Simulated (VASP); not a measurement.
# Cu2H3 (Pm-3m) in VASP: further runs, part 2 of 2

VASP 6.6.1.

## 3. Relaxation of cell and atoms, PBE

This run uses another cell than the first one, of 7.47 Å³/atom.

INCAR reads:

```
SYSTEM = Cu2H3
PREC = Accurate ; ENCUT = 600
EDIFF = 1E-7 ; ISMEAR = 0
SIGMA = 0.1 ; LREAL = .FALSE.
LASPH = .TRUE. ; NELM = 80
ALGO = Normal ; ISIF = 3
LWAVE = .FALSE. ; LCHARG = .FALSE.
GGA = PE ; IBRION = 2
NSW = 100 ; EDIFFG = -0.01
```

KPOINTS reads:

```
regular mesh
0
G
  12 12 12
  0 0 0
```

POSCAR reads:

```
Cu2H3
1.0
    3.3428064056      0.0000000000      0.0000000000
    0.0000000000      3.3428064056      0.0000000000
    0.0000000000      0.0000000000      3.3428064056
Cu H
2 3
Direct
    0.5000000000      0.5000000000      0.5000000000
    0.0000000000      0.0000000000      0.0000000000
    0.5000000000      0.0000000000      0.0000000000
    0.0000000000      0.5000000000      0.0000000000
    0.0000000000      0.0000000000      0.5000000000
```

Potentials or basis: VASP PAW PBE potentials, release 64 (Cu, H).

Launch:

```sh
$ cat potpaw_PBE.64/Cu/POTCAR potpaw_PBE.64/H/POTCAR > POTCAR
$ mpirun -np 1 vasp_std > vasp.out
```

OUTCAR:

```text
SYSTEM = Cu2H3
   PREC = Accurate
   ENCUT = 600
   EDIFF = 1E-7
   ISMEAR = 0
   LREAL = .FALSE.
   LASPH = .TRUE.
   NELM = 80
   ISIF = 3
   GGA = PE
   IBRION = 2
   NSW = 100
   EDIFFG = -0.01

 ion  position               nearest neighbor table
   1  0.500  0.500  0.500-
   2  0.000  0.000  0.000-   3 1.67   4 1.67   5 1.67   5 1.67   4 1.67   3 1.67
   3  0.500  0.000  0.000-   2 1.67   2 1.67
   4  0.000  0.500  0.000-   2 1.67   2 1.67
   5  0.000  0.000  0.500-   2 1.67   2 1.67

  LATTYP: Found a simple cubic cell.
 ALAT       =     3.3428064056

  Lattice vectors:

 A1 = (   3.3428064056,   0.0000000000,   0.0000000000)
 A2 = (   0.0000000000,   3.3428064056,   0.0000000000)
 A3 = (   0.0000000000,   0.0000000000,   3.3428064056)

Analysis of symmetry for initial positions (statically):
=====================================================================
 Subroutine PRICEL returns:
 Original cell was already a primitive cell.

 Routine SETGRP: Setting up the symmetry group for a
 simple cubic supercell.

 Subroutine GETGRP returns: Found 48 space group operations
 (whereof 48 operations were pure point group operations)
 out of a pool of 48 trial point group operations.

The static configuration has the point symmetry O_h .

Analysis of symmetry for dynamics (positions and initial velocities):
=====================================================================
 Subroutine PRICEL returns:
 Original cell was already a primitive cell.

 Routine SETGRP: Setting up the symmetry group for a
 simple cubic supercell.

 Subroutine GETGRP returns: Found 48 space group operations
 (whereof 48 operations were pure point group operations)
 out of a pool of 48 trial point group operations.

The dynamic configuration has the point symmetry O_h .

 Subroutine INISYM returns: Found 48 space group operations
 (whereof 48 operations are pure point group operations),
 and found     1 'primitive' translations

----------------------------------------------------------------------------------------

                                     Primitive cell

  volume of cell :      37.3537

  direct lattice vectors                    reciprocal lattice vectors
     3.342806406  0.000000000  0.000000000     0.299149840  0.000000000  0.000000000
     0.000000000  3.342806406  0.000000000     0.000000000  0.299149840  0.000000000
     0.000000000  0.000000000  3.342806406     0.000000000  0.000000000  0.299149840

  length of vectors
     3.342806406  3.342806406  3.342806406     0.299149840  0.299149840  0.299149840

  position of ions in fractional coordinates (direct lattice)
     0.500000000  0.500000000  0.500000000
     0.000000000  0.000000000  0.000000000
     0.500000000  0.000000000  0.000000000
[... 122 lines left out ...]
--------------------------------------- Ionic step        1  -------------------------------------------

 number of electron      24.9999981 magnetization

 Free energy of the ion-electron system (eV)
  ---------------------------------------------------
  ext. energy  EPLUGINS =         0.00000000
  ---------------------------------------------------
  free energy    TOTEN  =       -15.17394378 eV

  energy without entropy =      -15.16960206  energy(sigma->0) =      -15.17177292

------------------------ aborting loop because EDIFF is reached ----------------------------------------

  FORCE on cell =-STRESS in cart. coord.  units (eV):
  Direction    XX          YY          ZZ          XY          YZ          ZX
  --------------------------------------------------------------------------------------
  -------------------------------------------------------------------------------------
  Total        0.1051239      0.1051239      0.1051239     -0.0000000      0.0000000     -0.0000000
  in kB        4.5089823      4.5089823      4.5089823     -0.0000000      0.0000000     -0.0000000
  external PRESSURE =       4.5089823 kB  Pullay stress =       0.0000000 kB

 VOLUME and BASIS-vectors are now :
 -----------------------------------------------------------------------------
  energy-cutoff  :      600.00
  volume of cell :       37.35
      direct lattice vectors                 reciprocal lattice vectors
     3.342806406  0.000000000  0.000000000     0.299149840  0.000000000  0.000000000
     0.000000000  3.342806406  0.000000000     0.000000000  0.299149840  0.000000000
     0.000000000  0.000000000  3.342806406     0.000000000  0.000000000  0.299149840

 POSITION                                       TOTAL-FORCE (eV/Angst)
 -----------------------------------------------------------------------------------
      1.67140      1.67140      1.67140         0.000000      0.000000      0.000000
      0.00000      0.00000      0.00000         0.000000      0.000000      0.000000
      1.67140      0.00000      0.00000         0.000000      0.000000      0.000000
      0.00000      1.67140      0.00000         0.000000      0.000000      0.000000
      0.00000      0.00000      1.67140         0.000000      0.000000      0.000000
 -----------------------------------------------------------------------------------
    total drift:                                0.000000      0.000000      0.000000

  FREE ENERGIE OF THE ION-ELECTRON SYSTEM (eV)
  ---------------------------------------------------
  free  energy   TOTEN  =       -15.1739437801 eV

  energy  without entropy=      -15.1696020601  energy(sigma->0) =      -15.17177292

--------------------------------------- Ionic step        2  -------------------------------------------

 number of electron      24.9999981 magnetization

 Free energy of the ion-electron system (eV)
  ---------------------------------------------------
  ext. energy  EPLUGINS =         0.00000000
  ---------------------------------------------------
  free energy    TOTEN  =       -15.17414371 eV

  energy without entropy =      -15.16977077  energy(sigma->0) =      -15.17195724

 E-fermi :   5.5788     XC(G=0): -11.3634

 val. band max:        5.5113610085   @ k =   0.3333   0.2500   0.0000
 cond. band min:       5.5795661025   @ k =   0.1667   0.1667   0.1667
 fundamental gap:      0.0682050940
 Fermi energy:         5.5788477010

 k-point     1 :       0.0000    0.0000    0.0000
  band No.  band energies     occupation
      1      -5.9652      2.00000
      2      -1.2252      2.00000
      3      -1.2252      2.00000
      4       1.4519      2.00000
      5       1.4519      2.00000
      6       1.4519      2.00000
[... 433 lines left out ...]
      3      -0.6699      2.00000
      4       0.7921      2.00000
      5       1.2107      2.00000
      6       1.2600      2.00000
[... 8 lines left out ...]
     15      12.2358      0.00000
     16      12.8519      0.00000

 [... further k-points ...]

------------------------ aborting loop because EDIFF is reached ----------------------------------------

  FORCE on cell =-STRESS in cart. coord.  units (eV):
  Direction    XX          YY          ZZ          XY          YZ          ZX
  --------------------------------------------------------------------------------------
  -------------------------------------------------------------------------------------
  Total        0.0316546      0.0316546      0.0316546     -0.0000000     -0.0000000      0.0000000
  in kB        1.3536065      1.3536065      1.3536065     -0.0000000     -0.0000000      0.0000000
  external PRESSURE =       1.3536065 kB  Pullay stress =       0.0000000 kB

 VOLUME and BASIS-vectors are now :
 -----------------------------------------------------------------------------
  energy-cutoff  :      600.00
  volume of cell :       37.47
      direct lattice vectors                 reciprocal lattice vectors
     3.346196986  0.000000000 -0.000000000     0.298846722  0.000000000 -0.000000000
    -0.000000000  3.346196986 -0.000000000    -0.000000000  0.298846722 -0.000000000
     0.000000000  0.000000000  3.346196986     0.000000000  0.000000000  0.298846722

 POSITION                                       TOTAL-FORCE (eV/Angst)
 -----------------------------------------------------------------------------------
      1.67310      1.67310      1.67310        -0.000000      0.000000      0.000000
      0.00000      0.00000      0.00000         0.000000     -0.000000      0.000000
      1.67310      0.00000     -0.00000         0.000000     -0.000000      0.000000
     -0.00000      1.67310     -0.00000         0.000000     -0.000000      0.000000
      0.00000      0.00000      1.67310         0.000000     -0.000000      0.000000
 -----------------------------------------------------------------------------------
    total drift:                                0.000000      0.000000      0.000000

  FREE ENERGIE OF THE ION-ELECTRON SYSTEM (eV)
  ---------------------------------------------------
  free  energy   TOTEN  =       -15.1741437065 eV

  energy  without entropy=      -15.1697707658  energy(sigma->0) =      -15.17195724

 reached required accuracy - stopping structural energy minimisation
```

CONTCAR:

```text
Cu2H3
   1.00000000000000
     3.3461969859352627    0.0000000000000000   -0.0000000000000000
    -0.0000000000000000    3.3461969859352627   -0.0000000000000000
     0.0000000000000000    0.0000000000000000    3.3461969859352627
  Cu              H
     2     3
Direct
     0.5000000000000000    0.5000000000000000    0.5000000000000000
     0.0000000000000000    0.0000000000000000    0.0000000000000000
     0.5000000000000000    0.0000000000000000    0.0000000000000000
     0.0000000000000000    0.5000000000000000    0.0000000000000000
     0.0000000000000000    0.0000000000000000    0.5000000000000000

  0.00000000E+00  0.00000000E+00  0.00000000E+00
  0.00000000E+00  0.00000000E+00  0.00000000E+00
  0.00000000E+00  0.00000000E+00  0.00000000E+00
  0.00000000E+00  0.00000000E+00  0.00000000E+00
  0.00000000E+00  0.00000000E+00  0.00000000E+00
```

Run time: 2.1 min. Hardware: 1 thread of Intel Xeon 8259CL, shared host; peak memory 0.2 GiB.

Results:

```
Free energy                           : -15.1741 eV
Relaxed volume                        : 7.49 Å³/atom
Relaxed cell                          : a = 3.346 Å, b = 3.346 Å, c = 3.346 Å, α = 90.00°, β = 90.00°, γ = 90.00°
Space group after relaxing (to 0.1 Å) : Pm-3m (No. 221)
Energy gained by relaxing             : 0.0 meV/atom
Ionic steps                           : 2
Pressure after relaxing               : 0.1 GPa
Band gap on the k mesh                : zero (an odd number of electrons rules out a gap without spin polarisation)
```

Step by step:
```csv
step,energy change (eV),largest force (eV/Å),pressure (GPa),volume (Å³)
1,0.0000,0.0000,0.45,37.35
2,-0.0002,0.0000,0.14,37.47
```

Final structure:
```
Cu H
1.0
     3.34620    0.00000    0.00000
     0.00000    3.34620    0.00000
     0.00000    0.00000    3.34620
Cu H
2 3
Cartesian
  1.6731 1.6731 1.6731
  0.0000 0.0000 0.0000
  1.6731 0.0000 0.0000
  0.0000 1.6731 0.0000
  0.0000 0.0000 1.6731
```

Levels at points of the mesh, in eV from the Fermi level:
```csv
k point,band 11,band 12,band 13,band 14,band 15,band 16
"(0.00, 0.00, 0.00)",-2.24,2.54,2.54,3.56,3.56,3.56
"(0.50, 0.00, 0.00)",-2.33,-2.05,2.49,3.82,7.51,7.51
"(0.50, 0.50, 0.00)",-2.28,-2.15,-1.00,0.49,7.01,7.01
"(0.50, 0.50, 0.50)",-1.10,-1.10,-1.10,0.97,2.70,2.70
```
